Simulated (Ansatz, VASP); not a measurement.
## Zn: VASP beside Ansatz

```
CELL_PARAMETERS angstrom
2.63252 0.00000 0.00000
-1.31626 2.27983 0.00000
0.00000 0.00000 4.80835
ATOMIC_POSITIONS crystal
Zn 0.33333 0.66667 0.25000
Zn 0.66667 0.33333 0.75000
```

Alike in both runs: functional PBE; dispersion D4; k mesh 10 × 10 × 4; no spin polarisation.

Ansatz relaxed the structure, and its values are those at the end. VASP's run is a single point on that final structure, the one shown.

|  | VASP | Ansatz |
| --- | --- | --- |
| version | VASP 6.6.1 | Ansatz 0.2.0 |
| potentials or method | VASP PAW PBE potentials, release 64 (Zn) | plane waves, PAW |
| plane-wave cutoff (eV) | 520 | 420 |
| occupations | gaussian, width 0.1 eV | gaussian |
| valence electrons in the cell | 24 | 24 |

VASP gave:

| Item | Value |
| --- | --- |
| pressure (GPa) | 0.4 |

**Question.** What did Ansatz give for the same quantities?

**Answer.** Pressure (GPa): 0.0.

Ansatz's warnings: stress scf threshold loose.
